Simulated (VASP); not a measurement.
# ZnTe3P2Pt (P4/mmm) in VASP: notebook

Runs on ZnTe3P2Pt. Level: PBE. Tasks: single point, relaxation of cell and atoms.

All numbers are computed with VASP 6.6.1; they aren't measurements. Logs are shortened: lines on timing, memory, paths and dates and some standing lists are left out, and cuts for length are marked.

### Step 1. The cell of the first run

The structure is tetragonal, space group P4/mmm (No. 123). The conventional cell has a = 5.638 Å, b = 5.638 Å, c = 5.497 Å, α = 90.00°, β = 90.00°, γ = 90.00°. Within 3.6 Å of Zn (site symmetry 4/mmm) lie 2 Te at 2.75 Å and 4 P at 2.82 Å. Te (site symmetry mmm) has 2 P at 2.75 Å and 2 Te at 2.82 Å and 2 Pt at 2.82 Å within 3.6 Å. Within 3.6 Å of Te (site symmetry 4/mmm) lie 2 Zn at 2.75 Å and 4 Te at 2.82 Å. P (site symmetry mmm) has 2 Te at 2.75 Å and 2 Zn at 2.82 Å within 3.6 Å. Within 3.7 Å of Pt (site symmetry 4/mmm) lie 4 Te at 2.82 Å.

The cell was generated, and may not be a known phase.

### Step 2. Single point, PBE

INCAR reads:

```
ALGO = Fast ; EDIFF = 1E-7
ENCUT = 520 ; GGA = PE
ISIF = 2 ; ISMEAR = 0
LASPH = True ; LCHARG = False
LREAL = False ; LWAVE = False
NBANDS = 34 ; NELM = 60
PREC = Accurate ; SIGMA = 0.2
```

KPOINTS reads:

```
k-points
0
Gamma
  3 3 3
```

POSCAR reads:

```
ZnTe3P2Pt
1.0
    5.6383539777      0.0000000000      0.0000000000
    0.0000000000      5.6383539777      0.0000000000
    0.0000000000      0.0000000000      5.4973093393
Zn Te P Pt
1 3 2 1
Direct
    0.0000000000      0.0000000000      0.5000000000
    0.0000000000      0.5000000000      0.0000000000
    0.5000000000      0.0000000000      0.0000000000
    0.0000000000      0.0000000000      0.0000000000
    0.0000000000      0.5000000000      0.5000000000
    0.5000000000      0.0000000000      0.5000000000
    0.5000000000      0.5000000000      0.0000000000
```

Potentials or basis: VASP PAW PBE potentials, release 64 (Zn, Te, P, Pt).

Run with:

```console
$ cat potpaw_PBE.64/Zn/POTCAR potpaw_PBE.64/Te/POTCAR potpaw_PBE.64/P/POTCAR potpaw_PBE.64/Pt/POTCAR > POTCAR
$ mpirun -np 1 vasp_std > vasp.out
```

OUTCAR:

```text
EDIFF = 1E-7
   ENCUT = 520
   GGA = PE
   ISIF = 2
   ISMEAR = 0
   LASPH = True
   LREAL = False
   NELM = 60
   PREC = Accurate

 ion  position               nearest neighbor table
   1  0.000  0.000  0.500-   4 2.75   4 2.75   6 2.82   5 2.82   5 2.82   6 2.82
   2  0.000  0.500  0.000-   5 2.75   5 2.75   7 2.82   4 2.82   4 2.82   7 2.82
   3  0.500  0.000  0.000-   6 2.75   6 2.75   7 2.82   4 2.82   7 2.82   4 2.82
   4  0.000  0.000  0.000-   1 2.75   1 2.75   3 2.82   2 2.82   2 2.82   3 2.82
   5  0.000  0.500  0.500-   2 2.75   2 2.75   1 2.82   1 2.82
   6  0.500  0.000  0.500-   3 2.75   3 2.75   1 2.82   1 2.82
   7  0.500  0.500  0.000-   2 2.82   3 2.82   3 2.82   2 2.82

  LATTYP: Found a simple tetragonal cell.
 ALAT       =     5.6383539777
 C/A-ratio  =     0.9749847848

  Lattice vectors:

 A1 = (   5.6383539777,   0.0000000000,   0.0000000000)
 A2 = (   0.0000000000,   5.6383539777,   0.0000000000)
 A3 = (   0.0000000000,   0.0000000000,   5.4973093393)

Analysis of symmetry for initial positions (statically):
=====================================================================
 Subroutine PRICEL returns:
 Original cell was already a primitive cell.

 Routine SETGRP: Setting up the symmetry group for a
 simple tetragonal supercell.

 Subroutine GETGRP returns: Found 16 space group operations
 (whereof 16 operations were pure point group operations)
 out of a pool of 16 trial point group operations.

The static configuration has the point symmetry D_4h.

Analysis of symmetry for dynamics (positions and initial velocities):
=====================================================================
 Subroutine PRICEL returns:
 Original cell was already a primitive cell.

 Routine SETGRP: Setting up the symmetry group for a
 simple tetragonal supercell.

 Subroutine GETGRP returns: Found 16 space group operations
 (whereof 16 operations were pure point group operations)
 out of a pool of 16 trial point group operations.

The dynamic configuration has the point symmetry D_4h.

 Subroutine INISYM returns: Found 16 space group operations
 (whereof 16 operations are pure point group operations),
 and found     1 'primitive' translations

----------------------------------------------------------------------------------------

                                     Primitive cell

  volume of cell :     174.7652
[... 83 lines left out ...]
   NSW    =      0    number of steps for IOM
   IBRION =     -1    ionic relax: 0-MD 1-quasi-New 2-CG
   NFREE  =      0    steps in history (QN), initial steepest desc. (CG)
   ISIF   =      2    stress and relaxation
   ISYM   =      2    0-nonsym 1-usesym 2-fastsym
   POTIM  = 0.5000    time-step for ionic-motion
   TEBEG  =    0.0;   TEEND  =   0.0 temperature during run
   PSTRESS=    0.0 pullay stress
   NELECT =      50.0000    total number of electrons
   NUPDOWN=      -1.0000    fix difference up-down
   EMIN   =  10.00;   EMAX   =-10.00  energy-range for DOS
   EFERMI =   0.00;   METHOD = LEGACY
   ISMEAR =     0;   SIGMA  =   0.20  broadening in eV -4-tet -1-fermi 0-gaus
   EFERMI_NEDOS =   21; number of points for ismear=-14 and -15
   IALGO  =     68    algorithm
   IMIX   =      4    mixing-type and parameters
     AMIX     =   0.40;   BMIX     =  1.00
     AMIX_MAG =   1.60;   BMIX_MAG =  1.00
  volume/ion in A,a.u.               =      24.97       168.48
  Fermi-wavevector in a.u.,A,eV,Ry     =   1.078731  2.038506 15.832567  1.163661
  Thomas-Fermi vector in A             =   2.214678
   LORBIT       =      0    0 simple, 1 ext, 2 COOP (PROOUT), +10 PAW based schemes
   GGA     = PE    functional components
   LHFCALC =     F    Hartree Fock is set to
   AEXX    =    0.0000 exact exchange contribution
   IVDW    =     0    specifies the selected vdW correction
   LEPSILON=     F    determine dielectric tensor
   LRPA    =     F    only Hartree local field effects (RPA)
 non-spin polarized calculation
 RMM-DIIS sequential band-by-band and
 Gauss-broadening in eV      SIGMA  =   0.20
  energy-cutoff  :      520.00
  volume of cell :      174.77
 maximum number of plane-waves:      4724
 NGX is ok and might be reduce to    42
   NGX = 21   NGY = 21   NGZ = 21

 number of electron      50.0000021 magnetization

 Free energy of the ion-electron system (eV)
  ---------------------------------------------------
  ext. energy  EPLUGINS =         0.00000000
  ---------------------------------------------------
  free energy    TOTEN  =       -23.52900272 eV

  energy without entropy =      -23.39510794  energy(sigma->0) =      -23.46205533

 E-fermi :   5.9840     XC(G=0):  -9.7756

 val. band max:        5.9387476022   @ k =   0.3333   0.3333   0.0000
 cond. band min:       6.0017036553   @ k =   0.3333   0.3333   0.3333
 fundamental gap:      0.0629560531
 Fermi energy:         5.9840072167

 k-point     1 :       0.0000    0.0000    0.0000
  band No.  band energies     occupation
      1      -9.0416      2.00000
      2      -6.7266      2.00000
      3      -4.7100      2.00000
      4      -2.9326      2.00000
      5      -2.4203      2.00000
      6      -1.3179      2.00000
[... 211 lines left out ...]
     33      10.5875      0.00000
     34      10.6067      0.00000

------------------------ aborting loop because EDIFF is reached ----------------------------------------

  FORCE on cell =-STRESS in cart. coord.  units (eV):
  Direction    XX          YY          ZZ          XY          YZ          ZX
  --------------------------------------------------------------------------------------
  -------------------------------------------------------------------------------------
  Total        0.1910792      0.1910792      0.0734434      0.0000000      0.0000000      0.0000000
  in kB        1.7517376      1.7517376      0.6732997      0.0000000      0.0000000      0.0000000
  external PRESSURE =       1.3922583 kB  Pullay stress =       0.0000000 kB

 VOLUME and BASIS-vectors are now :
 -----------------------------------------------------------------------------
  energy-cutoff  :      520.00
  volume of cell :      174.77
      direct lattice vectors                 reciprocal lattice vectors
     5.638353978  0.000000000  0.000000000     0.177356726  0.000000000  0.000000000
     0.000000000  5.638353978  0.000000000     0.000000000  0.177356726  0.000000000
     0.000000000  0.000000000  5.497309339     0.000000000  0.000000000  0.181907173

 POSITION                                       TOTAL-FORCE (eV/Angst)
 -----------------------------------------------------------------------------------
      0.00000      0.00000      2.74865         0.000000      0.000000      0.000000
      0.00000      2.81918      0.00000         0.000000      0.000000      0.000000
      2.81918      0.00000      0.00000         0.000000      0.000000      0.000000
      0.00000      0.00000      0.00000         0.000000      0.000000      0.000000
      0.00000      2.81918      2.74865         0.000000      0.000000      0.000000
      2.81918      0.00000      2.74865         0.000000      0.000000      0.000000
      2.81918      2.81918      0.00000         0.000000      0.000000      0.000000
 -----------------------------------------------------------------------------------
    total drift:                                0.000000     -0.000000     -0.000000

  FREE ENERGIE OF THE ION-ELECTRON SYSTEM (eV)
  ---------------------------------------------------
  free  energy   TOTEN  =       -23.5290027155 eV

  energy  without entropy=      -23.3951079443  energy(sigma->0) =      -23.46205533
```

Run time: 56 s. Hardware: 1 thread of Oxide Virtual Turin-like, shared host; peak memory 0.24 GiB.

Results:

| Quantity | Value |
| --- | --- |
| Free energy | -23.5290 eV |
| Pressure | 0.1 GPa |
| Band gap on the k mesh | zero (bands 25 and 26 overlap by 0.61 eV) |

Caveat: the k points lie up to 0.38 Å⁻¹ apart, too coarse for converged energies and pressures of a metal; spin-orbit coupling is left out, which moves the levels of the heavy elements.

[end of part 1 of 3]

The gap in the log of VASP goes by the Fermi energy; the results here count the filled bands.